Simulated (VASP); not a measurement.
Input of a VASP 6.6.1 run:

The input INCAR:

```
PREC     = Accurate       # precision mode
ENCUT    = 600            # plane-wave cutoff, eV
EDIFF    = 1E-6           # SCF threshold, eV
ISMEAR   = 0              # smearing method
SIGMA    = 0.2            # smearing width, eV
LREAL    = F              # projectors in reciprocal space
LASPH    = T              # aspherical terms in the spheres
NELM     = 100            # most SCF steps
ALGO     = Normal         # electronic algorithm
ISIF     = 3              # what is computed and relaxed
LWAVE    = F              # write WAVECAR
LCHARG   = F              # write CHGCAR
GGA      = PE             # functional
IBRION   = 2              # ionic algorithm
NSW      = 36             # ionic steps
EDIFFG   = -0.08          # ionic threshold
```

File KPOINTS:

```
Automatic mesh
0
Gamma
  6 6 3
```

POSCAR

```
Cd2Te
1.0
    3.7804256500      0.0000000000      0.0000000000
   -1.8902128300      3.2739446500      0.0000000000
    0.0000000000      0.0000000000      6.0877671200
Cd Te
2 1
Direct
    0.3333333300      0.6666666700      0.2500000000
    0.6666666700      0.3333333300      0.7500000000
    0.0000000000      0.0000000000      0.0000000000
```

Potentials or basis: VASP PAW PBE potentials, release 64 (Cd, Te).

The run is started by

```console
$ cat potpaw_PBE.64/Cd/POTCAR potpaw_PBE.64/Te/POTCAR > POTCAR
$ mpirun -np 1 vasp_std > vasp.out
```

Problem. Predict the relaxed volume.

Solution. 28.39 Å³/atom.

Problem. What does it give for the space group after relaxing (to 0.1 Å)?

Solution. P-3m1 (No. 164).

Problem. Estimate the band gap on the k mesh.

Solution. Zero (bands 15 and 16 overlap by 2.14 eV).

Final structure:
```cif
data_structure
_symmetry_space_group_name_H-M 'P 1'
_symmetry_Int_Tables_number 1
_cell_length_a 4.2821
_cell_length_b 4.2821
_cell_length_c 5.3631
_cell_angle_alpha 90.000
_cell_angle_beta 90.000
_cell_angle_gamma 120.000
_cell_volume 85.16
loop_
_atom_site_label
_atom_site_type_symbol
_atom_site_fract_x
_atom_site_fract_y
_atom_site_fract_z
_atom_site_occupancy
Cd1 Cd 0.33333 0.66667 0.33039 1
Cd2 Cd 0.66667 0.33333 0.66961 1
Te1 Te 0.00000 0.00000 0.00000 1
```

Caveat: spin-orbit coupling is left out, which moves the levels of the heavy elements.
